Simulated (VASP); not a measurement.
# Pt in VASP: further runs

Pt is run at these levels: LDA; tasks: single point.

All numbers are computed with VASP 6.6.1; they aren't measurements. Logs are shortened: lines on timing, memory, paths and dates and some standing lists are left out, and cuts for length are marked.

### 1 The cell of the first run

Symmetry: P2_1/m, No. 11, monoclinic system. The conventional cell has a = 2.640 Å, b = 4.560 Å, c = 2.640 Å, α = 90.00°, β = 120.00°, γ = 90.00°. Pt (site symmetry m) has 12 Pt at 2.64 to 2.79 Å within 3.5 Å.

### 2 Single point, LDA (atoms displaced along a vibrational mode, the cell strained)

File INCAR:

```
PREC = Accurate ; ENCUT = 570
EDIFF = 1E-6 ; ISMEAR = 0
SIGMA = 0.15 ; LREAL = False
LASPH = True ; NELM = 120
ALGO = Normal ; ISIF = 2
LWAVE = False ; LCHARG = False
GGA = CA ; NBANDS = 25
GGA_COMPAT = False
```

File KPOINTS:

```
regular mesh
0
Gamma
  18 18 10
```

File POSCAR:

```
Pt
1.0
    2.6404892193      0.0000000000      0.0000000000
   -1.3202446096      2.2867307423      0.0000000000
    0.0000000000      0.0000000000      4.5604625585
Pt
2
Direct
    0.6490534533      0.3333333333      0.7500000000
    0.3509465467      0.6666666667      0.2500000000
```

Potentials or basis: VASP PAW LDA potentials, release 64 (Pt_sv_GW).

Run with:

```
cat potpaw_LDA.64/Pt_sv_GW/POTCAR > POTCAR
mpirun -np 1 vasp_std > vasp.out
```

OUTCAR:

```text
PREC = Accurate
   ENCUT = 570
   EDIFF = 1E-6
   ISMEAR = 0
   LREAL = False
   LASPH = True
   NELM = 120
   ISIF = 2
   GGA = CA

 ion  position               nearest neighbor table
   1  0.649  0.333  0.750-   2 2.70   2 2.70   2 2.74   2 2.74   2 2.79   2 2.79
   2  0.351  0.667  0.250-   1 2.70   1 2.70   1 2.74   1 2.74   1 2.79   1 2.79

  LATTYP: Found a hexagonal cell.
 ALAT       =     2.6404892193
 C/A-ratio  =     1.7271278842

  Lattice vectors:

 A1 = (   2.6404892193,   0.0000000000,   0.0000000000)
 A2 = (  -1.3202446096,   2.2867307423,   0.0000000000)
 A3 = (   0.0000000000,   0.0000000000,   4.5604625585)

Analysis of symmetry for initial positions (statically):
=====================================================================
 Subroutine PRICEL returns:
 Original cell was already a primitive cell.

 Routine SETGRP: Setting up the symmetry group for a
 hexagonal supercell.

 Subroutine GETGRP returns: Found  4 space group operations
 (whereof  2 operations were pure point group operations)
 out of a pool of 24 trial point group operations.

The static configuration has the point symmetry S_2 .
 The point group associated with its full space group is C_2h.

Analysis of symmetry for dynamics (positions and initial velocities):
=====================================================================
 Subroutine PRICEL returns:
 Original cell was already a primitive cell.

 Routine SETGRP: Setting up the symmetry group for a
 hexagonal supercell.

 Subroutine GETGRP returns: Found  4 space group operations
 (whereof  2 operations were pure point group operations)
 out of a pool of 24 trial point group operations.

The dynamic configuration has the point symmetry S_2 .
 The point group associated with its full space group is C_2h.

 Subroutine INISYM returns: Found  4 space group operations
 (whereof  2 operations are pure point group operations),
 and found     1 'primitive' translations

----------------------------------------------------------------------------------------

                                     Primitive cell

  volume of cell :      27.5365

  direct lattice vectors                    reciprocal lattice vectors
     2.640489219  0.000000000  0.000000000     0.378717698  0.218652765  0.000000000
    -1.320244610  2.286730742  0.000000000     0.000000000  0.437305530  0.000000000
     0.000000000  0.000000000  4.560462559     0.000000000  0.000000000  0.219276003
[... 76 lines left out ...]
   ISTART =      0    job   : 0-new  1-cont  2-samecut
   ICHARG =      2    charge: 1-file 2-atom 10-const
   ISPIN  =      1    spin polarized calculation?
   LNONCOLLINEAR =      F non collinear calculations
   LSORBIT =      F    spin-orbit coupling
   LASPH  =      T    aspherical Exc in radial PAW
   ENCUT  =  570.0 eV  41.89 Ry    6.47 a.u.   5.14  5.14  8.88*2*pi/ulx,y,z
   NELM   =    120;   NELMIN=  2; NELMDL= -5     # of ELM steps
   EDIFF  = 0.1E-05   stopping-criterion for ELM
   LREAL  =      F    real-space projection
   EDIFFG = 0.1E-04   stopping-criterion for IOM
   NSW    =      0    number of steps for IOM
   IBRION =     -1    ionic relax: 0-MD 1-quasi-New 2-CG
   NFREE  =      0    steps in history (QN), initial steepest desc. (CG)
   ISIF   =      2    stress and relaxation
   ISYM   =      2    0-nonsym 1-usesym 2-fastsym
   POTIM  = 0.5000    time-step for ionic-motion
   TEBEG  =    0.0;   TEEND  =   0.0 temperature during run
   PSTRESS=    0.0 pullay stress
   NELECT =      36.0000    total number of electrons
   NUPDOWN=      -1.0000    fix difference up-down
   EMIN   =  10.00;   EMAX   =-10.00  energy-range for DOS
   EFERMI =   0.00;   METHOD = LEGACY
   ISMEAR =     0;   SIGMA  =   0.15  broadening in eV -4-tet -1-fermi 0-gaus
   EFERMI_NEDOS =   21; number of points for ismear=-14 and -15
   IALGO  =     38    algorithm
   IMIX   =      4    mixing-type and parameters
     AMIX     =   0.40;   BMIX     =  1.00
     AMIX_MAG =   1.60;   BMIX_MAG =  1.00
  volume/ion in A,a.u.               =      13.77        92.91
  Fermi-wavevector in a.u.,A,eV,Ry     =   1.790082  3.382764 43.598414  3.204393
  Thomas-Fermi vector in A             =   2.852925
   LORBIT       =      0    0 simple, 1 ext, 2 COOP (PROOUT), +10 PAW based schemes
   GGA     = CA    functional components
   LHFCALC =     F    Hartree Fock is set to
   AEXX    =    0.0000 exact exchange contribution
   IVDW    =     0    specifies the selected vdW correction
   LEPSILON=     F    determine dielectric tensor
   LRPA    =     F    only Hartree local field effects (RPA)
 non-spin polarized calculation
 Gauss-broadening in eV      SIGMA  =   0.15
  energy-cutoff  :      570.00
  volume of cell :       27.54
 maximum number of plane-waves:       864
 NGX is ok and might be reduce to    24
   NGX = 11   NGY = 11   NGZ = 17

 number of electron      35.9999999 magnetization

 Free energy of the ion-electron system (eV)
  ---------------------------------------------------
  ext. energy  EPLUGINS =         0.00000000
  ---------------------------------------------------
  free energy    TOTEN  =       -14.34473456 eV

  energy without entropy =      -14.31118663  energy(sigma->0) =      -14.32796060

 E-fermi :  12.2118     XC(G=0): -14.9641

 val. band max:       12.2114200752   @ k =  -0.1111   0.3333   0.5000
 cond. band min:      12.2122944256   @ k =  -0.3333   0.4444  -0.2000
 fundamental gap:      0.0008743505
 Fermi energy:        12.2117503651

 k-point     1 :       0.0000    0.0000    0.0000
  band No.  band energies     occupation
      1     -86.3807      2.00000
      2     -86.3391      2.00000
      3     -41.0108      2.00000
      4     -40.6059      2.00000
      5     -40.5611      2.00000
      6     -40.5234      2.00000
[... 661 lines left out ...]
     24      25.0614      0.00000
     25      26.0636      0.00000

 [... further k-points ...]
[... 5 lines left out ...]
  --------------------------------------------------------------------------------------
  -------------------------------------------------------------------------------------
  Total        5.0580436      4.9808633      4.3736602     -0.1279682      0.0000000      0.0000000
  in kB      294.2963172    289.8056696    254.4762714     -7.4456771      0.0000000      0.0000000
  external PRESSURE =     279.5260860 kB  Pullay stress =       0.0000000 kB

 VOLUME and BASIS-vectors are now :
 -----------------------------------------------------------------------------
  energy-cutoff  :      570.00
  volume of cell :       27.54
      direct lattice vectors                 reciprocal lattice vectors
     2.640489219  0.000000000  0.000000000     0.378717698  0.218652765  0.000000000
    -1.320244610  2.286730742  0.000000000     0.000000000  0.437305530  0.000000000
     0.000000000  0.000000000  4.560462559     0.000000000  0.000000000  0.219276003

 POSITION                                       TOTAL-FORCE (eV/Angst)
 -----------------------------------------------------------------------------------
      1.27374      0.76224      3.42035         0.026911     -0.038969      0.000000
      0.04651      1.52449      1.14012        -0.026911      0.038969      0.000000
 -----------------------------------------------------------------------------------
    total drift:                                0.000000     -0.000000      0.000000

  FREE ENERGIE OF THE ION-ELECTRON SYSTEM (eV)
  ---------------------------------------------------
  free  energy   TOTEN  =       -14.3447345638 eV

  energy  without entropy=      -14.3111866330  energy(sigma->0) =      -14.32796060
```

OSZICAR:

```text
N       E                     dE             d eps       ncg     rms          rms(c)
DAV:   1     0.458730349705E+03    0.45873E+03   -0.28564E+04 51904   0.174E+03
DAV:   2    -0.116697008033E+01   -0.45990E+03   -0.45010E+03 56881   0.629E+02
DAV:   3    -0.163770488386E+02   -0.15210E+02   -0.15042E+02 58238   0.112E+02
DAV:   4    -0.164753029714E+02   -0.98254E-01   -0.98133E-01 57301   0.930E+00
DAV:   5    -0.164758282066E+02   -0.52524E-03   -0.52516E-03 59018   0.639E-01    0.104E+02
DAV:   6    -0.144762109003E+02    0.19996E+01   -0.36687E+00 54121   0.161E+01    0.538E+01
DAV:   7    -0.143760090380E+02    0.10020E+00   -0.81681E-01 59652   0.670E+00    0.105E+01
DAV:   8    -0.143449502124E+02    0.31059E-01   -0.10566E-01 52735   0.319E+00    0.272E-01
DAV:   9    -0.143447811863E+02    0.16903E-03   -0.28306E-03 56659   0.414E-01    0.296E-01
DAV:  10    -0.143447354215E+02    0.45765E-04   -0.70788E-05 56093   0.103E-01    0.201E-01
DAV:  11    -0.143447345638E+02    0.85769E-06   -0.34499E-06 49596   0.181E-02
   1 F= -.14344735E+02 E0= -.14327961E+02  d E =-.335479E-01
```

Run time: 3.2 min. Hardware: 1 thread of Intel Xeon 6975P-C (Granite Rapids), shared host; peak memory 0.67 GiB.

Results:

- Free energy: -14.3447 eV
- Pressure: 28.0 GPa
- Largest force: 0.047 eV/Å
- Band gap on the k mesh: zero (bands 18 and 19 overlap by 1.62 eV)

Forces in eV/Å, atoms in the order of the input:
```
Pt   0.027 -0.039  0.000
Pt  -0.027  0.039  0.000
```

Levels at points of the mesh, in eV from the Fermi level:
```csv
k point,band 16,band 17,band 18,band 19,band 20,band 21
"(0.00, 0.00, 0.00)",-2.52,-2.04,-1.26,-0.52,-0.06,5.74
"(0.50, 0.00, 0.00)",0.07,0.42,0.59,2.35,4.46,7.77
"(0.00, 0.50, 0.00)",-0.01,0.38,0.64,2.57,4.27,8.06
"(0.50, 0.50, 0.00)",0.01,0.33,0.69,2.79,4.07,8.37
"(0.00, 0.00, 0.50)",-4.22,-1.08,-1.08,-0.92,-0.92,12.95
"(0.50, 0.00, 0.50)",-1.50,0.53,0.53,1.99,1.99,7.34
"(0.00, 0.50, 0.50)",-1.16,0.53,0.53,1.72,1.72,7.57
"(0.50, 0.50, 0.50)",-0.87,0.52,0.52,1.45,1.45,7.77
```

Caveat: the cell differs from its parent crystal (atoms displaced along a vibrational mode, the cell strained); the cell stands under pressure; spin-orbit coupling is left out, which moves the levels of the heavy elements.

### 3 Single point, LDA

This run uses another cell than the first one, of 15.23 Å³/atom.

File INCAR:

```
SYSTEM = Pt
ALGO = Normal ; EDIFF = 1E-6
ENCUT = 570 ; GGA_COMPAT = .FALSE.
ISIF = 2 ; ISMEAR = 0
LASPH = .TRUE. ; LCHARG = .FALSE.
LREAL = .FALSE. ; LWAVE = .FALSE.
NBANDS = 25 ; NELM = 120
PREC = Accurate ; SIGMA = 0.15
```

File KPOINTS:

```
k-points
0
G
  18 18 10
  0 0 0
```

File POSCAR:

```
Pt
1.0
    2.7306720819      0.0000000000      0.0000000000
   -1.3653360409      2.3648313923      0.0000000000
    0.0000000000      0.0000000000      4.7162198951
Pt
2
Direct
    0.6666666667      0.3333333333      0.7500000000
    0.3333333333      0.6666666667      0.2500000000
```

Potentials or basis: VASP PAW LDA potentials, release 64 (Pt_sv_GW).

Run with:

```
cat potpaw_LDA.64/Pt_sv_GW/POTCAR > POTCAR
mpirun -np 1 vasp_std > vasp.out
```

OUTCAR:

```text
SYSTEM = Pt
   EDIFF = 1E-6
   ENCUT = 570
   ISIF = 2
   ISMEAR = 0
   LASPH = .TRUE.
   LREAL = .FALSE.
   NELM = 120
   PREC = Accurate

 ion  position               nearest neighbor table
   1  0.667  0.333  0.750-   2 2.84   2 2.84   2 2.84   2 2.84   2 2.84   2 2.84
   2  0.333  0.667  0.250-   1 2.84   1 2.84   1 2.84   1 2.84   1 2.84   1 2.84

  LATTYP: Found a hexagonal cell.
 ALAT       =     2.7306720819
 C/A-ratio  =     1.7271278841

  Lattice vectors:

 A1 = (   2.7306720819,   0.0000000000,   0.0000000000)
 A2 = (  -1.3653360409,   2.3648313923,   0.0000000000)
 A3 = (   0.0000000000,   0.0000000000,   4.7162198951)

Analysis of symmetry for initial positions (statically):
=====================================================================
 Subroutine PRICEL returns:
 Original cell was already a primitive cell.

 Routine SETGRP: Setting up the symmetry group for a
 hexagonal supercell.

 Subroutine GETGRP returns: Found 24 space group operations
 (whereof 12 operations were pure point group operations)
 out of a pool of 24 trial point group operations.

The static configuration has the point symmetry D_3d.
 The point group associated with its full space group is D_6h.

Analysis of symmetry for dynamics (positions and initial velocities):
=====================================================================
 Subroutine PRICEL returns:
 Original cell was already a primitive cell.

 Routine SETGRP: Setting up the symmetry group for a
 hexagonal supercell.

 Subroutine GETGRP returns: Found 24 space group operations
 (whereof 12 operations were pure point group operations)
 out of a pool of 24 trial point group operations.

The dynamic configuration has the point symmetry D_3d.
 The point group associated with its full space group is D_6h.

 Subroutine INISYM returns: Found 24 space group operations
 (whereof 12 operations are pure point group operations),
[... 104 lines left out ...]
   POTIM  = 0.5000    time-step for ionic-motion
   TEBEG  =    0.0;   TEEND  =   0.0 temperature during run
   PSTRESS=    0.0 pullay stress
   NELECT =      36.0000    total number of electrons
   NUPDOWN=      -1.0000    fix difference up-down
   EMIN   =  10.00;   EMAX   =-10.00  energy-range for DOS
   EFERMI =   0.00;   METHOD = LEGACY
   ISMEAR =     0;   SIGMA  =   0.15  broadening in eV -4-tet -1-fermi 0-gaus
   EFERMI_NEDOS =   21; number of points for ismear=-14 and -15
   IALGO  =     38    algorithm
   IMIX   =      4    mixing-type and parameters
     AMIX     =   0.40;   BMIX     =  1.00
     AMIX_MAG =   1.60;   BMIX_MAG =  1.00
  volume/ion in A,a.u.               =      15.23       102.76
  Fermi-wavevector in a.u.,A,eV,Ry     =   1.730963  3.271045 40.766215  2.996232
  Thomas-Fermi vector in A             =   2.805419
   LORBIT       =      0    0 simple, 1 ext, 2 COOP (PROOUT), +10 PAW based schemes
   GGA     = CA    functional components
   LHFCALC =     F    Hartree Fock is set to
   AEXX    =    0.0000 exact exchange contribution
   IVDW    =     0    specifies the selected vdW correction
   LEPSILON=     F    determine dielectric tensor
   LRPA    =     F    only Hartree local field effects (RPA)
 non-spin polarized calculation
 Gauss-broadening in eV      SIGMA  =   0.15
  energy-cutoff  :      570.00
  volume of cell :       30.46
 maximum number of plane-waves:       978
 NGX is ok and might be reduce to    24
   NGX = 11   NGY = 11   NGZ = 19

 number of electron      36.0000001 magnetization

 Free energy of the ion-electron system (eV)
  ---------------------------------------------------
  ext. energy  EPLUGINS =         0.00000000
  ---------------------------------------------------
  free energy    TOTEN  =       -14.52902812 eV

  energy without entropy =      -14.48769916  energy(sigma->0) =      -14.50836364

 E-fermi :  10.2664     XC(G=0): -14.3066

 val. band max:       10.2640657760   @ k =   0.2222   0.1667   0.4000
 cond. band min:      10.2714920284   @ k =   0.3889   0.2222   0.3000
 fundamental gap:      0.0074262524
 Fermi energy:        10.2663835378

 k-point     1 :       0.0000    0.0000    0.0000
  band No.  band energies     occupation
      1     -87.9449      2.00000
      2     -87.9195      2.00000
      3     -42.4511      2.00000
      4     -42.2041      2.00000
      5     -42.2041      2.00000
      6     -42.1576      2.00000
[... 661 lines left out ...]
     24      22.8005      0.00000
     25      24.3517      0.00000

 [... further k-points ...]
[... 5 lines left out ...]
  --------------------------------------------------------------------------------------
  -------------------------------------------------------------------------------------
  Total       -1.3899734     -1.3899734     -1.3864726     -0.0000000      0.0000000     -0.0000000
  in kB      -73.1228835    -73.1228835    -72.9387110     -0.0000000      0.0000000     -0.0000000
  external PRESSURE =     -73.0614926 kB  Pullay stress =       0.0000000 kB

 VOLUME and BASIS-vectors are now :
 -----------------------------------------------------------------------------
  energy-cutoff  :      570.00
  volume of cell :       30.46
      direct lattice vectors                 reciprocal lattice vectors
     2.730672082  0.000000000  0.000000000     0.366210211  0.211431564  0.000000000
    -1.365336041  2.364831392  0.000000000     0.000000000  0.422863128  0.000000000
     0.000000000  0.000000000  4.716219895     0.000000000  0.000000000  0.212034219

 POSITION                                       TOTAL-FORCE (eV/Angst)
 -----------------------------------------------------------------------------------
      1.36534      0.78828      3.53716        -0.000000     -0.000000      0.000000
     -0.00000      1.57655      1.17905         0.000000      0.000000      0.000000
 -----------------------------------------------------------------------------------
    total drift:                               -0.000000      0.000000     -0.000000

  FREE ENERGIE OF THE ION-ELECTRON SYSTEM (eV)
  ---------------------------------------------------
  free  energy   TOTEN  =       -14.5290281164 eV

  energy  without entropy=      -14.4876991638  energy(sigma->0) =      -14.50836364
```

OSZICAR:

```text
N       E                     dE             d eps       ncg     rms          rms(c)
DAV:   1     0.443833579863E+03    0.44383E+03   -0.28422E+04 11980   0.172E+03
DAV:   2    -0.157266307695E+01   -0.44541E+03   -0.43545E+03 12993   0.611E+02
DAV:   3    -0.168580078257E+02   -0.15285E+02   -0.15100E+02 13098   0.110E+02
DAV:   4    -0.169614257163E+02   -0.10342E+00   -0.10329E+00 12875   0.939E+00
DAV:   5    -0.169620057849E+02   -0.58007E-03   -0.57996E-03 13385   0.664E-01    0.952E+01
DAV:   6    -0.146370116831E+02    0.23250E+01   -0.46789E+00 11856   0.176E+01    0.481E+01
DAV:   7    -0.145565461672E+02    0.80466E-01   -0.71711E-01 13398   0.599E+00    0.109E+01
DAV:   8    -0.145291581330E+02    0.27388E-01   -0.96999E-02 11923   0.299E+00    0.428E-01
DAV:   9    -0.145290819331E+02    0.76200E-04   -0.20315E-03 12378   0.360E-01    0.262E-01
DAV:  10    -0.145290285860E+02    0.53347E-04   -0.70342E-05 13088   0.101E-01    0.171E-01
DAV:  11    -0.145290281164E+02    0.46956E-06   -0.25038E-06 10462   0.153E-02
   1 F= -.14529028E+02 E0= -.14508364E+02  d E =-.413290E-01
```

Wall time 1.7 min (1 thread of Intel Xeon 6975P-C (Granite Rapids), shared host); peak memory 0.27 GiB.

What came out:

| Property | Result |
| --- | --- |
| Free energy | -14.5290 eV |
| Pressure | -7.3 GPa |
| Band gap on the k mesh | zero (bands 18 and 19 overlap by 1.36 eV) |

Levels at points of the mesh, in eV from the Fermi level:
```tsv
k point	band 16	band 17	band 18	band 19	band 20	band 21
(0.00, 0.00, 0.00)	-1.94	-1.94	-0.82	-0.23	-0.23	4.99
(0.50, 0.00, 0.00)	0.03	0.30	0.52	2.34	3.87	7.48
(0.00, 0.00, 0.50)	-3.62	-0.84	-0.84	-0.84	-0.84	12.31
(0.50, 0.00, 0.50)	-0.93	0.42	0.42	1.71	1.71	6.73
```

Caveat: the cell stands under tension; spin-orbit coupling is left out, which moves the levels of the heavy elements.
